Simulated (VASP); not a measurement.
A run of VASP 6.6.1 is set up as follows.

INCAR

```
SYSTEM = NaH
PREC = Accurate ; ENCUT = 600
EDIFF = 1E-6 ; ISMEAR = -1
SIGMA = 0.08 ; LREAL = .FALSE.
LASPH = .TRUE. ; NELM = 60
ALGO = Normal ; ISIF = 3
LWAVE = .FALSE. ; LCHARG = .FALSE.
GGA = PE ; IBRION = 2
NSW = 100 ; EDIFFG = -0.005
```

KPOINTS

```
regular mesh
0
G
  12 12 12
  0 0 0
```

The input POSCAR:

```
NaH
1.0
    0.0000000000      2.2675933852      2.2675933852
    2.2675933852      0.0000000000      2.2675933852
    2.2675933852      2.2675933852      0.0000000000
Na H
1 1
Direct
    0.0000000000      0.0000000000      0.0000000000
    0.5000000000      0.5000000000      0.5000000000
```

Potentials or basis: VASP PAW PBE potentials, release 64 (Na_pv, H).

Run with:

```bash
$ cat potpaw_PBE.64/Na_pv/POTCAR potpaw_PBE.64/H/POTCAR > POTCAR
$ mpirun -np 1 vasp_std > vasp.out
```

(1) Predict the relaxed cell.

(2) What does it give for the relaxed volume?

(3) What does it give for the space group after relaxing (to 0.05 Å)?

(4) Estimate the band gap on the k mesh.

## Answers

(1) a = 3.418 Å, b = 3.418 Å, c = 3.418 Å, α = 60.00°, β = 60.00°, γ = 60.00°.

(2) 14.11 Å³/atom.

(3) Fm-3m (No. 225).

(4) 3.76 eV, indirect (least direct gap 4.62 eV).

Caveat: the volume moved by over 15 % at a fixed basis, so the end points are rough.
